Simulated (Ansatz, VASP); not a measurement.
## Na: VASP beside Ansatz

```
Na
1.0
    -1.88829    1.88829    2.63728
     1.88829   -1.88829    2.63728
     1.88829    1.88829   -2.63728
Na
1
Direct
  0.00000 0.00000 0.00000
```

Alike in both runs: task single point; functional PBEsol; k mesh 16 × 16 × 16; occupations gaussian, width 0.1 eV; no spin polarisation.

```csv
,VASP,Ansatz
version,VASP 6.6.1,Ansatz 0.2.0
potentials or method,"VASP PAW PBE potentials, release 64 (Na_pv), cutoff 520 eV","scalar-relativistic, plane waves, PAW"
valence electrons in the cell,7,9
```

|  | VASP | Ansatz | Ansatz less VASP |
| --- | --- | --- | --- |
| gap on the k mesh at the Fermi level (eV) | none | none | - |
| pressure (GPa) | -0.2 | -0.3 | -0.07 |

VASP's potentials were made for PBE, not for PBEsol. A gap of «none» marks a metal or a gap that the smearing closes. The functional is the same, so the differences come from potentials, cutoffs and numerics. VASP's potentials hold 7 valence electrons a cell and Ansatz's 9, so a difference there can come from the potentials and not from the codes.
